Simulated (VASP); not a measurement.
# Hg (I4/mmm) in VASP: further runs, part 2 of 2

VASP 6.6.1. The steps go on from the part before.

## 3. Single point, b88 exchange, pbe correlation

This run uses another cell than the first one, of 29.74 Å³/atom.

File INCAR:

```
ALGO     = Normal         # electronic algorithm
EDIFF    = 1E-6           # SCF threshold, eV
ENCUT    = 500            # plane-wave cutoff, eV
GGA      = LIBXC          # functional
GGA_COMPAT= F            
ISIF     = 2              # what is computed and relaxed
ISMEAR   = -1             # smearing method
LASPH    = T              # aspherical terms in the spheres
LCHARG   = T              # write CHGCAR
LELF     = T              # ELF
LIBXC1   = GGA_X_B88    
LIBXC2   = GGA_C_PBE    
LREAL    = F              # projectors in reciprocal space
LVHAR    = T            
LWAVE    = F              # write WAVECAR
NBANDS   = 12             # bands
NELM     = 120            # most SCF steps
PREC     = Accurate       # precision mode
SIGMA    = 0.005          # smearing width, eV
```

File KPOINTS:

```
k-points
0
Gamma
  10 10 10
```

File POSCAR:

```
Hg
1.0
   -1.9367111799      1.9367111799      1.9819177115
    1.9367111799     -1.9367111799      1.9819177115
    1.9367111799      1.9367111799     -1.9819177115
Hg
1
Direct
    0.5000000000      0.5000000000      0.0000000000
```

Potentials or basis: VASP PAW PBE potentials, release 64 (Hg).

Command:

```sh
$ cat potpaw_PBE.64/Hg/POTCAR > POTCAR
$ mpirun -np 1 vasp_std > vasp.out
```

It took 14 s on 1 thread of Intel Xeon 6975P-C (Granite Rapids), shared host; peak memory 0.18 GiB.

Results (log left out):

```
Free energy            : -0.0199 eV
Pressure               : 0.1 GPa
Band gap on the k mesh : zero (bands 6 and 7 overlap by 2.13 eV)
```

Levels at points of the mesh, in eV from the Fermi level:
| k point | band 3 | band 4 | band 5 | band 6 | band 7 | band 8 | band 9 | band 10 |
| --- | --- | --- | --- | --- | --- | --- | --- | --- |
| (0.00, 0.00, 0.00) | -6.30 | -6.26 | -5.75 | -5.70 | 13.40 | 13.57 | 13.57 | 14.42 |
| (0.50, 0.00, 0.00) | -5.79 | -5.71 | -5.32 | -1.59 | -0.33 | 8.52 | 9.67 | 12.90 |
| (0.50, 0.50, 0.00) | -5.74 | -5.69 | -5.31 | -1.47 | -0.26 | 8.20 | 9.29 | 12.50 |
| (0.50, 0.50, 0.50) | -5.43 | -5.41 | -5.41 | 1.79 | 3.63 | 4.07 | 4.07 | 9.07 |

Caveat: the PAW data sets were made with another functional, which shifts forces and pressure a little; spin-orbit coupling is left out, which moves the levels of the heavy elements.

## 4. Relaxation of cell and atoms, b88 exchange, pbe correlation

File INCAR:

```
SYSTEM = Hg
  PREC = Accurate
  ENCUT = 500
  EDIFF = 1E-7
  ISMEAR = -1
  SIGMA = 0.005
  LREAL = .False.
  LASPH = .True.
  NELM = 120
  ALGO = Normal
  ISIF = 3
  LWAVE = .False.
  LCHARG = .False.
  GGA = LIBXC
  LIBXC1 = GGA_X_B88
  LIBXC2 = GGA_C_PBE
  IBRION = 2
  NSW = 80
  EDIFFG = -0.005
  GGA_COMPAT = .False.
  NELMIN = 4
```

File KPOINTS:

```
regular mesh
0
Gamma
  10 10 10
  0 0 0
```

File POSCAR:

```
Hg
1.0
   -1.8767364354      1.8767364354      1.9168448550
    1.8767364354     -1.8767364354      1.9168448550
    1.8767364354      1.8767364354     -1.9168448550
Hg
1
Direct
    0.5000000000      0.5000000000      0.0000000000
```

Command:

```sh
$ cat potpaw_PBE.64/Hg/POTCAR > POTCAR
$ mpirun -np 1 vasp_std > vasp.out
```

Run time: 22 s. Hardware: 1 thread of Intel Xeon 6975P-C (Granite Rapids), shared host; peak memory 0.16 GiB.

It converged, with:

```
Free energy                           : -0.0190 eV
Relaxed volume                        : 30.04 Å³/atom
Relaxed cell                          : a = 3.392 Å, b = 3.392 Å, c = 3.392 Å, α = 110.08°, β = 110.08°, γ = 108.27°
Space group after relaxing (to 0.1 Å) : I4/mmm (No. 139)
Energy gained by relaxing             : 11.8 meV/atom
Ionic steps                           : 5
Pressure after relaxing               : 0.0 GPa
Band gap on the k mesh                : zero (bands 6 and 7 overlap by 2.03 eV)
```

The path:
| step | energy change (eV) | largest force (eV/Å) | pressure (GPa) | volume (Å³) |
| --- | --- | --- | --- | --- |
| 1 | 0.0000 | 0.0000 | 1.56 | 27.01 |
| 2 | -0.0074 | 0.0000 | 0.75 | 28.05 |
| 3 | -0.0115 | 0.0000 | 0.19 | 29.59 |
| 4 | -0.0117 | 0.0000 | -0.05 | 30.16 |
| 5 | -0.0118 | 0.0000 | 0.01 | 30.04 |

Final structure:
```
Hg
1.0
    -1.94390    1.94390    1.98759
     1.94390   -1.94390    1.98759
     1.94390    1.94390   -1.98759
Hg
1
Direct
  0.50000 0.50000 0.00000
```

Levels at points of the mesh, in eV from the Fermi level:
| k point | band 3 | band 4 | band 5 | band 6 | band 7 | band 8 | band 9 | band 10 |
| --- | --- | --- | --- | --- | --- | --- | --- | --- |
| (0.00, 0.00, 0.00) | -6.31 | -6.27 | -5.77 | -5.73 | 13.26 | 13.43 | 13.43 | 14.36 |
| (0.50, 0.00, 0.00) | -5.81 | -5.73 | -5.35 | -1.64 | -0.33 | 8.43 | 9.60 | 12.78 |
| (0.50, 0.50, 0.00) | -5.76 | -5.71 | -5.34 | -1.52 | -0.26 | 8.13 | 9.23 | 12.39 |
| (0.50, 0.50, 0.50) | -5.45 | -5.44 | -5.44 | 1.70 | 3.60 | 4.03 | 4.03 | 9.00 |

Caveat: the PAW data sets were made with another functional, which shifts forces and pressure a little; spin-orbit coupling is left out, which moves the levels of the heavy elements.

## 5. Single point, LDA, non-collinear spin, zero start, spin-orbit coupling

File INCAR:

```
ALGO = Normal ; EDIFF = 1E-6
ENCUT = 500 ; GGA = CA
GGA_COMPAT = F ; ISIF = 2
ISMEAR = -1 ; LASPH = T
LCHARG = T ; LORBIT = 11
LORBMOM = T ; LREAL = F
LSORBIT = T ; LVHAR = T
LWAVE = F ; MAGMOM = 0 0 0
NBANDS = 23 ; NELM = 200
PREC = Accurate ; SIGMA = 0.1
```

File KPOINTS:

```
k-points
0
Gamma
  8 8 8
```

File POSCAR:

```
Hg
1.0
   -1.8767364350      1.8767364350      1.9168448550
    1.8767364350     -1.8767364350      1.9168448550
    1.8767364350      1.8767364350     -1.9168448550
Hg
1
Direct
    0.5000000000      0.5000000000      0.0000000000
```

Potentials or basis: VASP PAW LDA potentials, release 64 (Hg).

Command:

```sh
$ cat potpaw_LDA.64/Hg/POTCAR > POTCAR
$ mpirun -np 1 vasp_ncl > vasp.out
```

Run time: 20 s. Hardware: 1 thread of Intel Xeon 6975P-C (Granite Rapids), shared host; peak memory 0.2 GiB.

It converged, with:

* Free energy: -1.1258 eV
* Pressure: -5.0 GPa
* Net moment: 0.00 μB per cell
* Valence electrons inside the program's atomic spheres: Hg 10.41

Stress tensor (GPa, compression positive):
```
-4.94  0.00  0.00
 0.00 -4.94  0.00
 0.00  0.00 -5.15
```

Moments on the atoms (μB; x, y, z):
```
Hg  0.00 0.00 0.00
```

Caveat: the cell stands under tension.

## 6. Single point, RPBE

This run uses another cell than the first one, of 25.93 Å³/atom.

File INCAR:

```
SYSTEM = Hg
PREC     = Accurate       ! precision mode
ENCUT    = 520            ! plane-wave cutoff, eV
EDIFF    = 1E-6           ! SCF threshold, eV
ISMEAR   = -1             ! smearing method
SIGMA    = 0.01           ! smearing width, eV
LREAL    = .FALSE.        ! projectors in reciprocal space
LASPH    = .TRUE.         ! aspherical terms in the spheres
NELM     = 80             ! most SCF steps
ALGO     = Normal         ! electronic algorithm
ISIF     = 2              ! what is computed and relaxed
LWAVE    = .FALSE.        ! write WAVECAR
LCHARG   = .FALSE.        ! write CHGCAR
GGA      = RP             ! functional
NBANDS   = 12             ! bands
```

File KPOINTS:

```
regular mesh
0
G
  6 6 6
  0 0 0
```

File POSCAR:

```
Hg
1.0
   -1.8513720229      1.8513720229      1.8909383704
    1.8513720229     -1.8513720229      1.8909383704
    1.8513720229      1.8513720229     -1.8909383704
Hg
1
Direct
    0.5000000000      0.5000000000      0.0000000000
```

Potentials or basis: VASP PAW PBE potentials, release 64 (Hg).

Command:

```sh
$ cat potpaw_PBE.64/Hg/POTCAR > POTCAR
$ mpirun -np 1 vasp_std > vasp.out
```

It took 4.8 s on 1 thread of Intel Xeon Platinum 8259CL at 2.50GHz (Skylake/Cascade Lake), shared host; peak memory 0.14 GiB.

The run converged. Its results:

| Item | Value |
| --- | --- |
| Free energy | 0.2514 eV |
| Pressure | 3.4 GPa |
| Band gap on the k mesh | zero (bands 6 and 7 overlap by 3.55 eV) |

Levels at points of the mesh, in eV from the Fermi level:
| k point | band 2 | band 3 | band 4 | band 5 | band 6 | band 7 | band 8 | band 9 | band 10 | band 11 |
| --- | --- | --- | --- | --- | --- | --- | --- | --- | --- | --- |
| (0.00, 0.00, 0.00) | -6.96 | -6.96 | -6.92 | -6.24 | -6.18 | 14.64 | 14.78 | 14.78 | 14.85 | 15.25 |
| (0.50, 0.00, 0.00) | -7.30 | -6.29 | -6.18 | -5.68 | -1.56 | -1.05 | 9.06 | 9.94 | 13.91 | 14.80 |
| (0.50, 0.50, 0.00) | -7.36 | -6.23 | -6.16 | -5.66 | -1.43 | -0.97 | 8.72 | 9.58 | 13.48 | 14.50 |
| (0.50, 0.50, 0.50) | -7.51 | -5.82 | -5.79 | -5.79 | 2.49 | 3.48 | 3.94 | 3.94 | 9.46 | 9.75 |

Caveat: the k points lie up to 0.40 Å⁻¹ apart, too coarse for converged energies and pressures of a metal; the PAW data sets were made with another functional, which shifts forces and pressure a little; spin-orbit coupling is left out, which moves the levels of the heavy elements.

## 7. Summary

| task | level | potentials or basis | spin | cell | k mesh | cutoff (eV) | smearing | gap on the mesh (eV) | pressure (GPa) |
| --- | --- | --- | --- | --- | --- | --- | --- | --- | --- |
| single point | LDA | VASP PAW LDA potentials, release 64 (Hg) | off | a = 3.274 Å, angles 110.0, 110.0, 108.3°, 1 atom | 10 × 10 × 10 | 500 | fermi-dirac 0.1 eV | none | -4.3 |
| single point | b88 exchange, pbe correlation | VASP PAW PBE potentials, release 64 (Hg) | off | a = 3.381 Å, angles 110.1, 110.1, 108.2°, 1 atom | 10 × 10 × 10 | 500 | fermi-dirac 0.005 eV | none | 0.1 |
| relaxation of cell and atoms | b88 exchange, pbe correlation | VASP PAW PBE potentials, release 64 (Hg) | off | relaxed from a = 3.274 Å, angles 110.0, 110.0, 108.3°, 1 atom | 10 × 10 × 10 | 500 | fermi-dirac 0.005 eV | none | 0.0 |
| single point | LDA | VASP PAW LDA potentials, release 64 (Hg) | non-collinear, zero start, SOC | a = 3.274 Å, angles 110.0, 110.0, 108.3°, 1 atom | 8 × 8 × 8 | 500 | fermi-dirac 0.1 eV | - | -5.0 |
| single point | RPBE | VASP PAW PBE potentials, release 64 (Hg) | off | a = 3.230 Å, angles 110.0, 110.0, 108.3°, 1 atom | 6 × 6 × 6 | 520 | fermi-dirac 0.01 eV | none | 3.4 |

Caveats: some runs use coarse meshes; spin-orbit coupling is left out, which moves the levels of the heavy elements (at least some runs); the PAW data sets were made with another functional, which shifts forces and pressure a little (at least some runs); the cell stands under tension (at least some runs).

Total energies depend on the potentials used, so only differences within one code and one set of settings carry meaning.
